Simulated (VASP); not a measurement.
Runs of VASP 6.6.1 on MgB2. The structure is that of space group P6/mmm (No. 191), or close to it. The cells are those of the table. 

```csv
task,cell,k mesh,cutoff (eV),gap on the mesh (eV),pressure (GPa)
single point,"a = 3.123, b = 3.123, c = 3.622 Å, angles 90.0, 90.0, 120.0°, 3 atoms",18 × 18 × 12,520,none,-7.8
relaxation of shape and atoms at fixed volume,"relaxed from a = 3.042, b = 3.042, c = 3.496 Å, angles 90.0, 90.0, 120.0°, 3 atoms",15 × 15 × 12,600,none,4.3
single point,"a = 3.152, b = 3.152, c = 3.694 Å, angles 90.0, 90.0, 120.0°, 3 atoms",15 × 15 × 12,520,none,(a)
relaxation of shape and atoms at fixed volume,"relaxed from a = 3.127, b = 3.127, c = 3.616 Å, angles 90.0, 90.0, 120.0°, 3 atoms",15 × 15 × 12,600,none,-7.8
single point,"a = 3.028, b = 3.028, c = 3.511 Å, angles 90.0, 90.0, 120.0°, 3 atoms",15 × 15 × 12,520,none,5.8
```

Alike in all rows: level PBE; potentials or basis VASP PAW PBE potentials, release 64 (Mg, B); no spin polarisation; smearing gaussian 0.1 eV.

Q: Fill in the values left out.

A: (a) -11.8.

A gap of «none» marks levels without a gap at the run's occupations.
